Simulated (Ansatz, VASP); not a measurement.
**Two plane-wave programs on AgCl**

```
Ag Cl
1.0
     3.31852   -0.01192   -0.00113
    -0.01192    3.37697   -0.01566
    -0.00113   -0.01566    3.33240
Ag Cl
1 1
Direct
  0.95436 0.98176 0.05371
  0.54564 0.51824 0.44629
```

Change from the starting cell: all atoms moved at random, cell strained at random.

Alike in both runs: task single point; functional PBEsol; k mesh 10 × 10 × 10; occupations gaussian, width 0.05 eV; no spin polarisation.

```csv
,VASP,Ansatz
version,VASP 6.6.1,Ansatz 0.2.0
potentials or method,"VASP PAW PBE potentials, release 64 (Ag, Cl), cutoff 520 eV","scalar-relativistic, plane waves, PAW"
valence electrons in the cell,18,26
```

```csv
,VASP,Ansatz,Ansatz less VASP
gap on the k mesh at the Fermi level (eV),0.51,0.51,+0.003
least direct gap on the mesh (eV),1.69,1.69,+0.001
pressure (GPa),4.1,4.3,+0.13
"traceless stress, the component that is largest in VASP (GPa)",-2.70,-2.70,-0.005
rms of the force components (eV/Å),0.433,0.435,+0.0019
```

VASP's potentials were made for PBE, not for PBEsol. Atom by atom the forces differ by 0.002 eV/Å (rms over components). The functional is the same, so the differences come from potentials, cutoffs and numerics. VASP's potentials hold 18 valence electrons a cell and Ansatz's 26, so a difference there can come from the potentials and not from the codes.
